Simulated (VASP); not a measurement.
Runs of VASP 6.6.1 on WC. It takes space group F-43m (No. 216, cubic). Conventional cell: a = 4.604 Å, b = 4.604 Å, c = 4.604 Å, α = 90.00°, β = 90.00°, γ = 90.00°. W (site symmetry -43m) has 4 C at 1.99 Å within 2.6 Å. Within 2.6 Å of C (site symmetry -43m) lie 4 W at 1.99 Å. 

| task | level | potentials or basis | spin | U | cell | k mesh | cutoff (eV) | smearing | grid for exact exchange (PRECFOCK) | screening parameter | gap on the mesh (eV) | pressure (GPa) | largest force (eV/Å) |
| --- | --- | --- | --- | --- | --- | --- | --- | --- | --- | --- | --- | --- | --- |
| single point | LDA+U | VASP PAW LDA potentials, release 64 (W_sv, C) | non-collinear, zero start, SOC | W d U = 3.0 eV | as given | 8 × 8 × 8 | 520 | methfessel-paxton 0.1 eV | - | - | - | (a) | - |
| single point | PBE | VASP PAW PBE potentials, release 64 (W_sv, C) | off | - | as given | 10 × 10 × 10 | 520 | fermi-dirac 0.05 eV | - | - | none | 18.9 | - |
| relaxation of cell and atoms | HSE06 | VASP PAW PBE potentials, release 64 (W_sv, C) | off | - | relaxed | 5 × 5 × 5 | 600 | fermi-dirac 0.05 eV | Normal | 0.2079 1/Å | none | -0.1 | - |
| single point | r2SCAN | VASP PAW PBE potentials, release 64 (W_sv, C) | off | - | as given | 7 × 7 × 7 | 520 | gaussian 0.05 eV | - | - | none | 17.2 | 1.55 |
| single point | r2SCAN | VASP PAW PBE potentials, release 64 (W_sv, C) | off | - | as given | 7 × 7 × 7 | 520 | gaussian 0.025 eV | - | - | none | 17.2 | 1.56 |
| single point | r2SCAN | VASP PAW PBE potentials, release 64 (W_sv, C) | off | - | as given | 7 × 7 × 7 | 520 | gaussian 0.01 eV | - | - | none | 17.2 | 1.56 |
| single point | r2SCAN | VASP PAW PBE potentials, release 64 (W_sv, C) | off | - | as given | 7 × 7 × 7 | 520 | gaussian 0.005 eV | - | - | none | 17.2 | 1.56 |

Question: Fill in the values left out.

Answer: (a) 13.8.

Caveats: some runs use coarse meshes; spin-orbit coupling is left out, which moves the levels of the heavy elements (some runs); the PAW data sets were made with another functional, which shifts forces and pressure a little (some runs); the U is typed as a test and isn't derived for this compound (some runs).

A k mesh can miss the band edges, and rows without SOC leave out spin-orbit coupling on W.

A gap of «none» marks levels without a gap at the run's occupations.
